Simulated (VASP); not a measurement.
Runs of VASP 6.6.1 on KF. The structure is that of space group F-43m (No. 216), or close to it. The cells are those of the table. 

| level | cell | smearing | gap on the mesh (eV) | pressure (GPa) |
| --- | --- | --- | --- | --- |
| PBE | a = 4.141 Å, angles 60.2°, 2 atoms | fermi-dirac 0.02 eV | 5.17 | (a) |
| r2SCAN | a = 4.141 Å, angles 60.2°, 2 atoms | gaussian 0.01 eV | 5.75 | 0.1 |
| PBE | a = 3.954 Å, angles 60.0°, 2 atoms | fermi-dirac 0.02 eV | 5.56 | 6.1 |
| r2SCAN | a = 4.130, b = 4.130, c = 4.151 Å, angles 59.8, 59.8, 60.3°, 2 atoms | gaussian 0.01 eV | (b) | 0.3 |
| PBE | a = 4.130, b = 4.130, c = 4.151 Å, angles 59.8, 59.8, 60.3°, 2 atoms | fermi-dirac 0.02 eV | 5.18 | 1.2 |

Alike in all rows: task single point; potentials or basis VASP PAW PBE potentials, release 64 (K_sv, F); no spin polarisation; k mesh 8 × 8 × 8; cutoff (eV) 520.

**Question.** Fill in the values left out.

**Answer.** (a) 1.0; (b) 5.77.

Caveats: the PAW data sets were made with another functional, which shifts forces and pressure a little (some runs).

A k mesh can miss the band edges.
